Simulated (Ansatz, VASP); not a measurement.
# C: VASP beside Ansatz

INCAR

```
SYSTEM = C
ALGO = Normal
DIPOL = 0.5 0.5 0.500
EDIFF = 1E-7
ENCUT = 520
GGA = PE
IDIPOL = 3
ISIF = 2
ISMEAR = 0
IVDW = 12
LASPH = .True.
LCHARG = .True.
LDIPOL = .True.
LELF = .True.
LREAL = .False.
LVACPOTAV = .True.
LVHAR = .True.
LWAVE = .False.
NBANDS = 11
NELM = 60
PREC = Accurate
SIGMA = 0.1
```

The input KPOINTS:

```
k-points
0
Gamma
  21 21 1
  0 0 0
```

Contents of POSCAR:

```
C
1.0
    2.3760000000      0.0000000000      0.0000000000
   -1.1880000000      2.0576763594      0.0000000000
    0.0000000000      0.0000000000     26.0024170307
C
2
Direct
    0.6666666667      0.3333333333      0.5027497444
    0.3333333333      0.6666666667      0.4972502556
```

Input for Ansatz:

```yaml
crystal:
  lattice:
    - [2.376, 0.0, 0.0]
    - [-1.188, 2.0576763594, 0.0]
    - [0.0, 0.0, 26.0024170307]
  atoms:
    - { symbol: C, position: [0.6666666667, 0.3333333333, 0.5027497444] }
    - { symbol: C, position: [0.3333333333, 0.6666666667, 0.4972502556] }
  periodic: [true, true, false]
basis:
  ecutwfc: 420
kpoints:
  mp_grid: { grid: [21, 21, 1] }
hamiltonian:
  xc: pbe
  pseudopotentials: { kind: paw, azcp: { folder: soft_1 } }
  dispersion: d3bj
scf:
  occupations: { method: gaussian, width: 0.1 }
output:
  forces: true
  stress: true
  eigenvalues: true
```

Alike in both runs: task single point; functional PBE; dispersion D3(BJ); k mesh 21 × 21 × 1; occupations gaussian, width 0.1 eV; no spin polarisation.

|  | VASP | Ansatz |
| --- | --- | --- |
| version | VASP 6.6.1 | Ansatz 0.2.0 |
| potentials or method | VASP PAW PBE potentials, release 64 (C), cutoff 520 eV | scalar-relativistic, plane waves, PAW |
| valence electrons in the cell | 8 | 8 |

|  | VASP | Ansatz | Ansatz less VASP |
| --- | --- | --- | --- |
| gap on the k mesh at the Fermi level (eV) | none | none | - |
| rms of the force components (eV/Å) | 1.345 | 1.349 | +0.0041 |
| work function, face that differs most (eV) | 3.96 | 3.96 | 0.000 |

Atom by atom the forces differ by 0.004 eV/Å (rms over components). A gap of «none» marks a metal or a gap that the smearing closes.
